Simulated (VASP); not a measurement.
# CuI (F-43m) in VASP: single point with LDA

Aim: the single point of CuI with LDA.

Everything below comes from runs of VASP 6.6.1. Logs are shortened: lines on timing, memory, paths and dates and some standing lists are left out, and cuts for length are marked.

## Step 1: The cell of the first run

The structure is cubic, space group F-43m (No. 216). The conventional cell has a = 6.000 Å, b = 6.000 Å, c = 6.000 Å, α = 90.00°, β = 90.00°, γ = 90.00°. Within 3.4 Å of Cu (site symmetry -43m) lie 4 I at 2.60 Å. I (site symmetry -43m) has 4 Cu at 2.60 Å within 3.4 Å.

## Step 2: Single point, LDA

Contents of INCAR:

```
PREC = Accurate
ENCUT = 600
EDIFF = 1E-6
ISMEAR = 0
SIGMA = 0.1
LREAL = F
LASPH = T
NELM = 120
ALGO = Normal
ISIF = 2
LWAVE = F
LCHARG = F
NBANDS = 16
GGA_COMPAT = F
```

Contents of KPOINTS:

```
Automatic mesh
0
Gamma
  6 6 6
```

Contents of POSCAR:

```
CuI
1.0
    0.0000000000      3.0000000000      3.0000000000
    3.0000000000      0.0000000000      3.0000000000
    3.0000000000      3.0000000000      0.0000000000
Cu I
1 1
Direct
    0.0000000000      0.0000000000      0.0000000000
    0.2500000000      0.2500000000      0.2500000000
```

Potentials or basis: VASP PAW LDA potentials, release 64 (Cu, I).

Started as:

```bash
$ cat potpaw_LDA.64/Cu/POTCAR potpaw_LDA.64/I/POTCAR > POTCAR
$ mpirun -np 1 vasp_std > vasp.out
```

OUTCAR:

```text
PREC = Accurate
   ENCUT = 600
   EDIFF = 1E-6
   ISMEAR = 0
   LREAL = F
   LASPH = T
   NELM = 120
   ISIF = 2

 ion  position               nearest neighbor table
   1  0.000  0.000  0.000-   2 2.60   2 2.60   2 2.60   2 2.60
   2  0.250  0.250  0.250-   1 2.60   1 2.60   1 2.60   1 2.60

  LATTYP: Found a face centered cubic cell.
 ALAT       =     6.0000000000

  Lattice vectors:

 A1 = (   0.0000000000,   3.0000000000,   3.0000000000)
 A2 = (   3.0000000000,   0.0000000000,   3.0000000000)
 A3 = (   3.0000000000,   3.0000000000,   0.0000000000)

Analysis of symmetry for initial positions (statically):
=====================================================================
 Subroutine PRICEL returns:
 Original cell was already a primitive cell.

 Routine SETGRP: Setting up the symmetry group for a
 face centered cubic supercell.

 Subroutine GETGRP returns: Found 24 space group operations
 (whereof 24 operations were pure point group operations)
 out of a pool of 48 trial point group operations.

The static configuration has the point symmetry T_d .

Analysis of symmetry for dynamics (positions and initial velocities):
=====================================================================
 Subroutine PRICEL returns:
 Original cell was already a primitive cell.

 Routine SETGRP: Setting up the symmetry group for a
 face centered cubic supercell.

 Subroutine GETGRP returns: Found 24 space group operations
 (whereof 24 operations were pure point group operations)
 out of a pool of 48 trial point group operations.

The dynamic configuration has the point symmetry T_d .

 Subroutine INISYM returns: Found 24 space group operations
 (whereof 24 operations are pure point group operations),
 and found     1 'primitive' translations

----------------------------------------------------------------------------------------

                                     Primitive cell

  volume of cell :      54.0000

  direct lattice vectors                    reciprocal lattice vectors
     0.000000000  3.000000000  3.000000000    -0.166666667  0.166666667  0.166666667
     3.000000000  0.000000000  3.000000000     0.166666667 -0.166666667  0.166666667
     3.000000000  3.000000000  0.000000000     0.166666667  0.166666667 -0.166666667

  length of vectors
     4.242640687  4.242640687  4.242640687     0.288675135  0.288675135  0.288675135

  position of ions in fractional coordinates (direct lattice)
     0.000000000  0.000000000  0.000000000
     0.250000000  0.250000000  0.250000000

  ion indices of the primitive-cell ions
   primitive index   ion index
                 1           1
                 2           2

----------------------------------------------------------------------------------------

 KPOINTS: Automatic mesh

Automatic generation of k-mesh.
 Grid dimensions read from file:
 generate k-points for:    6    6    6

 Generating k-lattice:

  Cartesian coordinates                     Fractional coordinates (reciprocal lattice)
    -0.027777778  0.027777778  0.027777778     0.166666667  0.000000000  0.000000000
     0.027777778 -0.027777778  0.027777778     0.000000000  0.166666667  0.000000000
     0.027777778  0.027777778 -0.027777778     0.000000000  0.000000000  0.166666667

  Length of vectors
     0.048112522  0.048112522  0.048112522

  Shift w.r.t. Gamma in fractional coordinates (k-lattice)
     0.000000000  0.000000000  0.000000000

 Subroutine IBZKPT returns following result:
 ===========================================

 Found     16 irreducible k-points:

 Following reciprocal coordinates:
            Coordinates               Weight
  0.000000  0.000000  0.000000      1.000000
  0.166667  0.000000  0.000000      8.000000
  0.333333  0.000000  0.000000      8.000000
  0.500000  0.000000  0.000000      4.000000
  0.166667  0.166667  0.000000      6.000000
  0.333333  0.166667  0.000000     24.000000
[... 8 lines left out ...]
 -0.333333  0.333333  0.166667     24.000000
 -0.333333  0.500000  0.166667     12.000000
   k-points           NKPTS =     16   k-points in BZ     NKDIM =     16   number of bands    NBANDS=     16
   number of dos      NEDOS =    301   number of ions     NIONS =      2
   total plane-waves  NPLWV =  46656
   dimension x,y,z NGX =    36 NGY =   36 NGZ =   36
   dimension x,y,z NGXF=    72 NGYF=   72 NGZF=   72
   ions per type =               1   1
   NGX,Y,Z   is equivalent  to a cutoff of  14.11, 14.11, 14.11 a.u.
   NGXF,Y,Z  is equivalent  to a cutoff of  28.21, 28.21, 28.21 a.u.
 SYSTEM =  unknown system
   PREC   = accura    normal or accurate (medium, high low for compatibility)
   ISTART =      0    job   : 0-new  1-cont  2-samecut
   ICHARG =      2    charge: 1-file 2-atom 10-const
   ISPIN  =      1    spin polarized calculation?
   LNONCOLLINEAR =      F non collinear calculations
   LSORBIT =      F    spin-orbit coupling
   LASPH  =      T    aspherical Exc in radial PAW
   ENCUT  =  600.0 eV  44.10 Ry    6.64 a.u.   8.47  8.47  8.47*2*pi/ulx,y,z
   NELM   =    120;   NELMIN=  2; NELMDL= -5     # of ELM steps
   EDIFF  = 0.1E-05   stopping-criterion for ELM
   LREAL  =      F    real-space projection
   EDIFFG = 0.1E-04   stopping-criterion for IOM
   NSW    =      0    number of steps for IOM
   IBRION =     -1    ionic relax: 0-MD 1-quasi-New 2-CG
   NFREE  =      0    steps in history (QN), initial steepest desc. (CG)
   ISIF   =      2    stress and relaxation
   ISYM   =      2    0-nonsym 1-usesym 2-fastsym
   POTIM  = 0.5000    time-step for ionic-motion
   TEBEG  =    0.0;   TEEND  =   0.0 temperature during run
   PSTRESS=    0.0 pullay stress
   NELECT =      18.0000    total number of electrons
   NUPDOWN=      -1.0000    fix difference up-down
   EMIN   =  10.00;   EMAX   =-10.00  energy-range for DOS
   EFERMI =   0.00;   METHOD = LEGACY
   ISMEAR =     0;   SIGMA  =   0.10  broadening in eV -4-tet -1-fermi 0-gaus
   EFERMI_NEDOS =   21; number of points for ismear=-14 and -15
   IALGO  =     38    algorithm
   IMIX   =      4    mixing-type and parameters
     AMIX     =   0.40;   BMIX     =  1.00
     AMIX_MAG =   1.60;   BMIX_MAG =  1.00
  volume/ion in A,a.u.               =      27.00       182.20
  Fermi-wavevector in a.u.,A,eV,Ry     =   1.135101  2.145029 17.530477  1.288454
  Thomas-Fermi vector in A             =   2.271805
   LORBIT       =      0    0 simple, 1 ext, 2 COOP (PROOUT), +10 PAW based schemes
   GGA     = CA    functional components
   LHFCALC =     F    Hartree Fock is set to
   AEXX    =    0.0000 exact exchange contribution
   IVDW    =     0    specifies the selected vdW correction
   LEPSILON=     F    determine dielectric tensor
   LRPA    =     F    only Hartree local field effects (RPA)
 non-spin polarized calculation
 Gauss-broadening in eV      SIGMA  =   0.10
  energy-cutoff  :      600.00
  volume of cell :       54.00
 maximum number of plane-waves:      1820
 NGX is ok and might be reduce to    36
   NGX = 17   NGY = 17   NGZ = 17

 number of electron      17.9999994 magnetization

 Free energy of the ion-electron system (eV)
  ---------------------------------------------------
  ext. energy  EPLUGINS =         0.00000000
  ---------------------------------------------------
  free energy    TOTEN  =        -6.95604557 eV

  energy without entropy =       -6.95604557  energy(sigma->0) =       -6.95604557

 E-fermi :   5.0086     XC(G=0):  -9.4485

 val. band max:        4.5167887980   @ k =   0.0000   0.0000   0.0000
 cond. band min:       5.5967237516   @ k =   0.0000   0.0000   0.0000
 fundamental gap:      1.0799349536
 Fermi energy:         5.0086444873

 k-point     1 :       0.0000    0.0000    0.0000
  band No.  band energies     occupation
      1      -9.6347      2.00000
      2       0.7423      2.00000
      3       0.7423      2.00000
      4       0.7423      2.00000
      5       2.4639      2.00000
      6       2.4639      2.00000
[... 8 lines left out ...]
     15      14.2463      0.00000
     16      14.2463      0.00000

 k-point     2 :       0.1667    0.0000    0.0000
  band No.  band energies     occupation
      1      -9.4995      2.00000
      2       0.2412      2.00000
      3       0.7563      2.00000
      4       0.7563      2.00000
      5       2.4542      2.00000
      6       2.4542      2.00000
[... 8 lines left out ...]
     15      13.3034      0.00000
     16      13.5284      0.00000

 k-point     3 :       0.3333    0.0000    0.0000
  band No.  band energies     occupation
      1      -9.2006      2.00000
      2      -0.7516      2.00000
      3       0.7767      2.00000
      4       0.7767      2.00000
      5       2.4648      2.00000
      6       2.4648      2.00000
[... 8 lines left out ...]
     15      13.8024      0.00000
     16      13.8024      0.00000

 k-point     4 :       0.5000    0.0000    0.0000
  band No.  band energies     occupation
      1      -9.0335      2.00000
      2      -1.2384      2.00000
      3       0.7823      2.00000
      4       0.7823      2.00000
      5       2.4919      2.00000
      6       2.4919      2.00000
[... 8 lines left out ...]
     15      15.5197      0.00000
     16      15.5197      0.00000
[... 172 lines left out ...]
 k-point    14 :       0.5000    0.3333    0.1667
  band No.  band energies     occupation
      1      -8.9939      2.00000
      2      -0.7658      2.00000
      3       0.2784      2.00000
      4       0.7279      2.00000
      5       2.3986      2.00000
      6       2.4809      2.00000
[... 8 lines left out ...]
     15      15.5284      0.00000
     16      16.7486      0.00000

 k-point    15 :      -0.3333    0.3333    0.1667
  band No.  band energies     occupation
      1      -8.8795      2.00000
      2      -0.8119      2.00000
      3      -0.0318      2.00000
      4       0.6944      2.00000
      5       2.3648      2.00000
      6       2.4649      2.00000
[... 8 lines left out ...]
     15      15.6899      0.00000
     16      16.4903      0.00000

 k-point    16 :      -0.3333    0.5000    0.1667
  band No.  band energies     occupation
      1      -8.8260      2.00000
      2      -0.9147      2.00000
      3       0.1210      2.00000
      4       0.6121      2.00000
      5       2.4151      2.00000
      6       2.4166      2.00000
[... 8 lines left out ...]
     15      16.2382      0.00000
     16      16.6264      0.00000

------------------------ aborting loop because EDIFF is reached ----------------------------------------

  FORCE on cell =-STRESS in cart. coord.  units (eV):
  Direction    XX          YY          ZZ          XY          YZ          ZX
  --------------------------------------------------------------------------------------
  -------------------------------------------------------------------------------------
  Total       -1.0481012     -1.0481012     -1.0481012      0.0000000      0.0000000      0.0000000
  in kB      -31.0971104    -31.0971104    -31.0971104      0.0000000      0.0000000      0.0000000
  external PRESSURE =     -31.0971104 kB  Pullay stress =       0.0000000 kB

 VOLUME and BASIS-vectors are now :
 -----------------------------------------------------------------------------
  energy-cutoff  :      600.00
  volume of cell :       54.00
      direct lattice vectors                 reciprocal lattice vectors
     0.000000000  3.000000000  3.000000000    -0.166666667  0.166666667  0.166666667
     3.000000000  0.000000000  3.000000000     0.166666667 -0.166666667  0.166666667
     3.000000000  3.000000000  0.000000000     0.166666667  0.166666667 -0.166666667

 POSITION                                       TOTAL-FORCE (eV/Angst)
 -----------------------------------------------------------------------------------
      0.00000      0.00000      0.00000         0.000000      0.000000      0.000000
      1.50000      1.50000      1.50000        -0.000000     -0.000000     -0.000000
 -----------------------------------------------------------------------------------
    total drift:                               -0.000000     -0.000000     -0.000000

  FREE ENERGIE OF THE ION-ELECTRON SYSTEM (eV)
  ---------------------------------------------------
  free  energy   TOTEN  =        -6.9560455715 eV

  energy  without entropy=       -6.9560455715  energy(sigma->0) =       -6.95604557
```

It took 30 s on 1 thread of Intel Xeon 8259CL, shared host; peak memory 0.18 GiB.

Results:

- Free energy: -6.9560 eV
- Pressure: -3.1 GPa
- Band gap on the k mesh: 1.08 eV

Caveat: the cell stands under tension; spin-orbit coupling is left out, which moves the levels of the heavy elements.
